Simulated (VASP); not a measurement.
The system is La.

```
CELL_PARAMETERS angstrom
3.67345 0.00000 0.00000
-1.83672 3.18130 0.00000
0.00000 0.00000 5.94609
ATOMIC_POSITIONS crystal
La 0.66667 0.33333 0.75000
La 0.33333 0.66667 0.25000
```

This cell differs from its parent crystal: volume scaled by 0.94.

Base run:

```yaml
Program: VASP 6.6.1
Functional: PBEsol
Potentials_or_basis: VASP PAW PBE potentials, release 64 (La)
Cutoff: 520 eV
k_mesh: 8 × 8 × 5
Occupations: fermi-dirac, width 0.05 eV
Spin: no spin polarisation
```

Its results: band gap on the k mesh zero (band 11 reaches 9.50 eV, above the bottom of band 12 at 8.11 eV); pressure 0.1 GPa.

Task: The run is repeated on the same cell with these changes: functional from PBEsol to r2SCAN; further incar settings from ALGO = Fast; EDIFF = 1e-06; NBANDS = 18 to ALGO = Normal; EDIFF = 1e-07; NBANDS = 18. What comes out?

Result: Band gap on the k mesh zero (band 11 reaches 9.94 eV, above the bottom of band 12 at 8.38 eV); pressure 2.6 GPa.

Caveats: the PAW data sets were made with another functional, which shifts forces and pressure a little; spin-orbit coupling is left out, which moves the levels of the heavy elements.
